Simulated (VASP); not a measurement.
# Ta (P6_3/mmc) in VASP: a series of runs

Ta is run at these levels: r2SCAN; tasks: single point.

Everything below comes from runs of VASP 6.6.1. Logs are shortened: lines on timing, memory, paths and dates and some standing lists are left out, and cuts for length are marked.

**1. The cell of the first run**

Symmetry: P6_3/mmc, No. 194, hexagonal system. Conventional cell: a = 2.951 Å, b = 2.951 Å, c = 5.257 Å, α = 90.00°, β = 90.00°, γ = 120.00°. Within 3.9 Å of Ta (site symmetry -6m2) lie 12 Ta at 2.95 to 3.13 Å.

This isn't the form of Ta at room conditions, which is bcc.

**2. Single point, r2SCAN**

Input file POSCAR:

```
Ta
1.0
    2.9510438102      0.0000000000      0.0000000000
   -1.4755219102      2.5556789144      0.0000000000
    0.0000000000      0.0000000000      5.2565327970
Ta
2
Direct
    0.6666666667      0.3333333333      0.7500000000
    0.3333333333      0.6666666667      0.2500000000
```

Input file INCAR.step1:

```
SYSTEM = Ta
ALGO     = Normal         ! electronic algorithm
EDIFF    = 1E-4           ! SCF threshold, eV
ENCUT    = 520            ! plane-wave cutoff, eV
GGA      = PE             ! functional
ISMEAR   = 1              ! smearing method
LASPH    = .TRUE.         ! aspherical terms in the spheres
LCHARG   = .FALSE.        ! write CHGCAR
LREAL    = .FALSE.        ! projectors in reciprocal space
LWAVE    = .TRUE.         ! write WAVECAR
NBANDS   = 18             ! bands
NELM     = 100            ! most SCF steps
PREC     = Accurate       ! precision mode
SIGMA    = 0.1            ! smearing width, eV
```

Input file INCAR.step2:

```
SYSTEM = Ta
ALGO     = Normal         ! electronic algorithm
EDIFF    = 1E-6           ! SCF threshold, eV
ENCUT    = 520            ! plane-wave cutoff, eV
ISIF     = 2              ! what is computed and relaxed
ISMEAR   = 1              ! smearing method
ISTART   = 1            
LASPH    = .TRUE.         ! aspherical terms in the spheres
LCHARG   = .FALSE.        ! write CHGCAR
LMIXTAU  = .TRUE.       
LREAL    = .FALSE.        ! projectors in reciprocal space
LWAVE    = .FALSE.        ! write WAVECAR
METAGGA  = R2SCAN         ! meta-GGA
NBANDS   = 18             ! bands
NELM     = 100            ! most SCF steps
PREC     = Accurate       ! precision mode
SIGMA    = 0.1            ! smearing width, eV
```

Input file KPOINTS:

```
k-points
0
G
  11 11 6
  0 0 0
```

Potentials or basis: VASP PAW PBE potentials, release 64 (Ta_pv).

Command:

```console
cat potpaw_PBE.64/Ta_pv/POTCAR > POTCAR
cp INCAR.step1 INCAR
mpirun -np 1 vasp_std > vasp.out
cp INCAR.step2 INCAR
mpirun -np 1 vasp_std > vasp.out
```

OUTCAR:

```text
SYSTEM = Ta
   EDIFF = 1E-6
   ENCUT = 520
   ISIF = 2
   ISMEAR = 1
   ISTART = 1
   LASPH = .TRUE.
   LREAL = .FALSE.
   METAGGA = R2SCAN
   NELM = 100
   PREC = Accurate

 ion  position               nearest neighbor table
   1  0.667  0.333  0.750-   2 3.13   2 3.13   2 3.13   2 3.13   2 3.13   2 3.13
   2  0.333  0.667  0.250-   1 3.13   1 3.13   1 3.13   1 3.13   1 3.13   1 3.13

  LATTYP: Found a hexagonal cell.
 ALAT       =     2.9510438102
 C/A-ratio  =     1.7812452593

  Lattice vectors:

 A1 = (   2.9510438102,   0.0000000000,   0.0000000000)
 A2 = (  -1.4755219102,   2.5556789144,   0.0000000000)
 A3 = (   0.0000000000,   0.0000000000,   5.2565327970)

Analysis of symmetry for initial positions (statically):
=====================================================================
 Subroutine PRICEL returns:
 Original cell was already a primitive cell.

 Routine SETGRP: Setting up the symmetry group for a
 hexagonal supercell.

 Subroutine GETGRP returns: Found 24 space group operations
 (whereof 12 operations were pure point group operations)
 out of a pool of 24 trial point group operations.

The static configuration has the point symmetry D_3d.
 The point group associated with its full space group is D_6h.

Analysis of symmetry for dynamics (positions and initial velocities):
=====================================================================
 Subroutine PRICEL returns:
 Original cell was already a primitive cell.

 Routine SETGRP: Setting up the symmetry group for a
 hexagonal supercell.

 Subroutine GETGRP returns: Found 24 space group operations
 (whereof 12 operations were pure point group operations)
 out of a pool of 24 trial point group operations.

The dynamic configuration has the point symmetry D_3d.
 The point group associated with its full space group is D_6h.

 Subroutine INISYM returns: Found 24 space group operations
 (whereof 12 operations are pure point group operations),
 and found     1 'primitive' translations

----------------------------------------------------------------------------------------

                                     Primitive cell

  volume of cell :      39.6444

  direct lattice vectors                    reciprocal lattice vectors
     2.951043810  0.000000000  0.000000000     0.338863150  0.195642731  0.000000000
    -1.475521910  2.555678914  0.000000000     0.000000000  0.391285460  0.000000000
     0.000000000  0.000000000  5.256532797     0.000000000  0.000000000  0.190239467

  length of vectors
     2.951043810  2.951043819  5.256532797     0.391285461  0.391285460  0.190239467

  position of ions in fractional coordinates (direct lattice)
     0.666666667  0.333333333  0.750000000
     0.333333333  0.666666667  0.250000000

  ion indices of the primitive-cell ions
   primitive index   ion index
                 1           1
                 2           2

----------------------------------------------------------------------------------------

 KPOINTS: k-points

Automatic generation of k-mesh.
 Grid dimensions read from file:
 generate k-points for:   11   11    6

 Generating k-lattice:

  Cartesian coordinates                     Fractional coordinates (reciprocal lattice)
     0.030805741  0.017785703  0.000000000     0.090909091  0.000000000  0.000000000
     0.000000000  0.035571405  0.000000000     0.000000000  0.090909091  0.000000000
     0.000000000  0.000000000  0.031706578     0.000000000  0.000000000  0.166666667

  Length of vectors
     0.035571406  0.035571405  0.031706578

  Shift w.r.t. Gamma in fractional coordinates (k-lattice)
     0.000000000  0.000000000  0.000000000

 Subroutine IBZKPT returns following result:
 ===========================================

 Found     64 irreducible k-points:

 Following reciprocal coordinates:
            Coordinates               Weight
  0.000000  0.000000  0.000000      1.000000
  0.090909  0.000000  0.000000      6.000000
  0.181818  0.000000  0.000000      6.000000
  0.272727  0.000000  0.000000      6.000000
  0.363636  0.000000  0.000000      6.000000
  0.454545 -0.000000  0.000000      6.000000
[... 16 lines left out ...]
  0.090909  0.090909  0.166667     12.000000
  0.181818  0.090909  0.166667     24.000000
 [... further k-points ...]
   k-points           NKPTS =     64   k-points in BZ     NKDIM =     64   number of bands    NBANDS=     18
   number of dos      NEDOS =    301   number of ions     NIONS =      2
   total plane-waves  NPLWV =  23040
   dimension x,y,z NGX =    24 NGY =   24 NGZ =   40
   dimension x,y,z NGXF=    48 NGYF=   48 NGZF=   80
   ions per type =               2
   NGX,Y,Z   is equivalent  to a cutoff of  13.52, 13.52, 12.65 a.u.
   NGXF,Y,Z  is equivalent  to a cutoff of  27.04, 27.04, 25.30 a.u.
 SYSTEM =  Ta
   PREC   = accura    normal or accurate (medium, high low for compatibility)
   ISTART =      1    job   : 0-new  1-cont  2-samecut
   ICHARG =      0    charge: 1-file 2-atom 10-const
   ISPIN  =      1    spin polarized calculation?
   LNONCOLLINEAR =      F non collinear calculations
   LSORBIT =      F    spin-orbit coupling
   LASPH  =      T    aspherical Exc in radial PAW
   ENCUT  =  520.0 eV  38.22 Ry    6.18 a.u.   5.49  5.49  9.77*2*pi/ulx,y,z
   NELM   =    100;   NELMIN=  2; NELMDL=  0     # of ELM steps
   EDIFF  = 0.1E-05   stopping-criterion for ELM
   LREAL  =      F    real-space projection
   EDIFFG = 0.1E-04   stopping-criterion for IOM
   NSW    =      0    number of steps for IOM
   IBRION =     -1    ionic relax: 0-MD 1-quasi-New 2-CG
   NFREE  =      0    steps in history (QN), initial steepest desc. (CG)
   ISIF   =      2    stress and relaxation
   ISYM   =      2    0-nonsym 1-usesym 2-fastsym
   POTIM  = 0.5000    time-step for ionic-motion
   TEBEG  =    0.0;   TEEND  =   0.0 temperature during run
   PSTRESS=    0.0 pullay stress
   NELECT =      22.0000    total number of electrons
   NUPDOWN=      -1.0000    fix difference up-down
   EMIN   =  10.00;   EMAX   =-10.00  energy-range for DOS
   EFERMI =   0.00;   METHOD = LEGACY
   ISMEAR =     1;   SIGMA  =   0.10  broadening in eV -4-tet -1-fermi 0-gaus
   EFERMI_NEDOS =   21; number of points for ismear=-14 and -15
   IALGO  =     38    algorithm
   IMIX   =      4    mixing-type and parameters
     AMIX     =   0.40;   BMIX     =  1.00
     AMIX_MAG =   1.60;   BMIX_MAG =  1.00
  volume/ion in A,a.u.               =      19.82       133.77
  Fermi-wavevector in a.u.,A,eV,Ry     =   1.345309  2.542265 24.624579  1.809855
  Thomas-Fermi vector in A             =   2.473232
   LORBIT       =      0    0 simple, 1 ext, 2 COOP (PROOUT), +10 PAW based schemes
   METAGGA = R2SCAN    functional components
   LHFCALC =     F    Hartree Fock is set to
   AEXX    =    0.0000 exact exchange contribution
   IVDW    =     0    specifies the selected vdW correction
   LEPSILON=     F    determine dielectric tensor
   LRPA    =     F    only Hartree local field effects (RPA)
 non-spin polarized calculation
 Methfessel and Paxton  Order N= 1 SIGMA  =   0.10
  energy-cutoff  :      520.00
  volume of cell :       39.64
 maximum number of plane-waves:      1100
 NGX is ok and might be reduce to    24
   NGX = 11   NGY = 11   NGZ = 19

 number of electron      22.0000001 magnetization

 Free energy of the ion-electron system (eV)
  ---------------------------------------------------
  ext. energy  EPLUGINS =         0.00000000
  ---------------------------------------------------
  free energy    TOTEN  =       -96.46614534 eV

  energy without entropy =      -96.46661102  energy(sigma->0) =      -96.46630057

 E-fermi :   5.0577     XC(G=0): -13.2044

 val. band max:        5.0538910787   @ k =   0.0909   0.0909   0.5000
 cond. band min:       5.1070687712   @ k =   0.1818   0.0000   0.0000
 fundamental gap:      0.0531776925
 Fermi energy:         5.0576908078

 k-point     1 :       0.0000    0.0000    0.0000
  band No.  band energies     occupation
      1     -30.7994      2.00000
      2     -30.0881      2.00000
      3     -29.9708      2.00000
      4     -29.9708      2.00000
      5     -29.8995      2.00000
      6     -29.8995      2.00000
[... 10 lines left out ...]
     17      10.1903      0.00000
     18      10.1903      0.00000

 k-point     2 :       0.0909    0.0000    0.0000
  band No.  band energies     occupation
      1     -30.7764      2.00000
      2     -30.0908      2.00000
      3     -30.0453      2.00000
      4     -29.9909      2.00000
      5     -29.9755      2.00000
      6     -29.9133      2.00000
[... 10 lines left out ...]
     17      10.3017      0.00000
     18      10.7676      0.00000

 k-point     3 :       0.1818    0.0000    0.0000
  band No.  band energies     occupation
      1     -30.7117      2.00000
      2     -30.2432      2.00000
      3     -30.1735      2.00000
      4     -30.1005      2.00000
      5     -30.0435      2.00000
      6     -29.9513      2.00000
[... 10 lines left out ...]
     17      10.4734      0.00000
     18      11.9787      0.00000

 k-point     4 :       0.2727    0.0000    0.0000
  band No.  band energies     occupation
      1     -30.6184      2.00000
      2     -30.4982      2.00000
      3     -30.4208      2.00000
      4     -30.1216      2.00000
      5     -30.1101      2.00000
      6     -30.0020      2.00000
[... 375 lines left out ...]
      4     -30.1966      2.00000
      5     -30.1960      2.00000
      6     -30.0857      2.00000
[... 10 lines left out ...]
     17      11.3790      0.00000
     18      11.9273      0.00000

 k-point    23 :       0.0909    0.0909    0.1667
  band No.  band energies     occupation
      1     -30.6953      2.00000
      2     -30.1786      2.00000
      3     -30.1615      2.00000
      4     -30.0907      2.00000
      5     -30.0127      2.00000
      6     -29.9544      2.00000
[... 10 lines left out ...]
     17      10.2071      0.00000
     18      11.1516      0.00000

 k-point    24 :       0.1818    0.0909    0.1667
  band No.  band energies     occupation
      1     -30.6329      2.00000
      2     -30.3727      2.00000
      3     -30.3451      2.00000
      4     -30.1373      2.00000
      5     -30.0804      2.00000
      6     -30.0125      2.00000
[... 10 lines left out ...]
     17      10.1552      0.00000
     18      11.8516      0.00000

 [... further k-points ...]

------------------------ aborting loop because EDIFF is reached ----------------------------------------

  FORCE on cell =-STRESS in cart. coord.  units (eV):
  Direction    XX          YY          ZZ          XY          YZ          ZX
  --------------------------------------------------------------------------------------
  -------------------------------------------------------------------------------------
  Total       -3.0904556     -3.0904556     -2.7800496      0.0000000      0.0000000      0.0000000
  in kB     -124.8969293   -124.8969300   -112.3522557      0.0000002      0.0000000      0.0000000
  external PRESSURE =    -120.7153717 kB  Pullay stress =       0.0000000 kB

 VOLUME and BASIS-vectors are now :
 -----------------------------------------------------------------------------
  energy-cutoff  :      520.00
  volume of cell :       39.64
      direct lattice vectors                 reciprocal lattice vectors
     2.951043810  0.000000000  0.000000000     0.338863150  0.195642731  0.000000000
    -1.475521910  2.555678914  0.000000000     0.000000000  0.391285460  0.000000000
     0.000000000  0.000000000  5.256532797     0.000000000  0.000000000  0.190239467

 POSITION                                       TOTAL-FORCE (eV/Angst)
 -----------------------------------------------------------------------------------
      1.47552      0.85189      3.94240         0.000000     -0.000000      0.000000
     -0.00000      1.70379      1.31413        -0.000000      0.000000      0.000000
 -----------------------------------------------------------------------------------
    total drift:                               -0.000000      0.000000     -0.000000

  FREE ENERGIE OF THE ION-ELECTRON SYSTEM (eV)
  ---------------------------------------------------
  free  energy   TOTEN  =       -96.4661453404 eV

  energy  without entropy=      -96.4666110199  energy(sigma->0) =      -96.46630057
```

Wall time 4.2 min (1 thread of Intel Xeon 8259CL, shared host); peak memory 0.19 GiB.

What came out:

```yaml
Free_energy: -96.4661 eV
Pressure: -12.1 GPa
Band_gap_on_the_k_mesh: zero (bands 11 and 12 overlap by 1.92 eV)
```

Levels at points of the mesh, in eV from the Fermi level:
```tsv
k point	band 9	band 10	band 11	band 12	band 13	band 14
(0.00, 0.00, 0.00)	-0.54	-0.51	0.68	0.68	1.22	1.22
(0.00, 0.00, 0.50)	-1.24	-1.24	0.73	0.73	0.73	0.73
```

Caveat: the cell stands under tension; the PAW data sets were made with another functional, which shifts forces and pressure a little; spin-orbit coupling is left out, which moves the levels of the heavy elements.

**3. Single point, r2SCAN**

This run uses another cell than the first one, of 20.32 Å³/atom.

Input file POSCAR:

```
Ta
1.0
    2.9757398857      0.0000000000      0.0000000000
   -1.4878699480      2.5770663432      0.0000000000
    0.0000000000      0.0000000000      5.3005225644
Ta
2
Direct
    0.6666666667      0.3333333333      0.7500000000
    0.3333333333      0.6666666667      0.2500000000
```

Input file INCAR.step1:

```
SYSTEM = Ta
PREC = Accurate
ENCUT = 520
ISMEAR = 1
SIGMA = 0.1
LREAL = .False.
LASPH = .True.
NELM = 60
NBANDS = 18
GGA = PE
ALGO = Normal
EDIFF = 1E-4
LWAVE = .True.
LCHARG = .False.
```

Input file INCAR.step2:

```
SYSTEM = Ta
PREC = Accurate
ENCUT = 520
EDIFF = 1E-6
ISMEAR = 1
SIGMA = 0.1
LREAL = .False.
LASPH = .True.
NELM = 60
ALGO = Normal
ISIF = 2
LWAVE = .False.
LCHARG = .False.
METAGGA = R2SCAN
LMIXTAU = .True.
NBANDS = 18
ISTART = 1
```

Input file KPOINTS:

```
regular mesh
0
Gamma
  11 11 6
  0 0 0
```

Potentials or basis: VASP PAW PBE potentials, release 64 (Ta_pv).

Command:

```console
cat potpaw_PBE.64/Ta_pv/POTCAR > POTCAR
cp INCAR.step1 INCAR
mpirun -np 1 vasp_std > vasp.out
cp INCAR.step2 INCAR
mpirun -np 1 vasp_std > vasp.out
```

Wall time 4.8 min (1 thread of Intel Xeon 8259CL, shared host); peak memory 0.19 GiB.

It converged, with:

| Quantity | Value |
| --- | --- |
| Free energy | -96.3792 eV |
| Pressure | -15.7 GPa |
| Band gap on the k mesh | zero (bands 11 and 12 overlap by 1.85 eV) |

Stress tensor (GPa, compression positive):
```
-16.16   0.00   0.00
  0.00 -16.16   0.00
  0.00   0.00 -14.64
```

Levels at points of the mesh, in eV from the Fermi level:
```csv
k point,band 8,band 9,band 10,band 11,band 12,band 13,band 14,band 15
"(0.00, 0.00, 0.00)",-4.90,-0.56,-0.50,0.68,0.68,1.20,1.20,3.00
"(0.00, 0.00, 0.50)",-6.53,-1.20,-1.20,0.73,0.73,0.73,0.73,4.31
```

Caveat: the cell stands under tension; the PAW data sets were made with another functional, which shifts forces and pressure a little; spin-orbit coupling is left out, which moves the levels of the heavy elements.
